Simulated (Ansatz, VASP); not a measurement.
# Zn: VASP beside Ansatz

```
CELL_PARAMETERS angstrom
2.61595 0.00000 0.00000
-1.30798 2.26548 0.00000
0.00000 0.00000 4.81123
ATOMIC_POSITIONS crystal
Zn 0.33333 0.66667 0.25000
Zn 0.66667 0.33333 0.75000
```

Alike in both runs: functional PBE; dispersion D3(BJ); k mesh 18 × 18 × 8; occupations gaussian, width 0.1 eV; no spin polarisation.

Ansatz relaxed the structure, and its values are those at the end. VASP's run is a single point on that final structure, the one shown.

```csv
,VASP,Ansatz
version,VASP 6.6.1,Ansatz 0.2.0
potentials or method,"VASP PAW PBE potentials, release 64 (Zn), cutoff 520 eV","scalar-relativistic, plane waves, PAW"
valence electrons in the cell,24,24
```

```csv
,VASP,Ansatz,Ansatz less VASP
gap on the k mesh at the Fermi level (eV),none,none,-
pressure (GPa),0.4,0.0,-0.42
```

A gap of «none» marks a metal or a gap that the smearing closes.
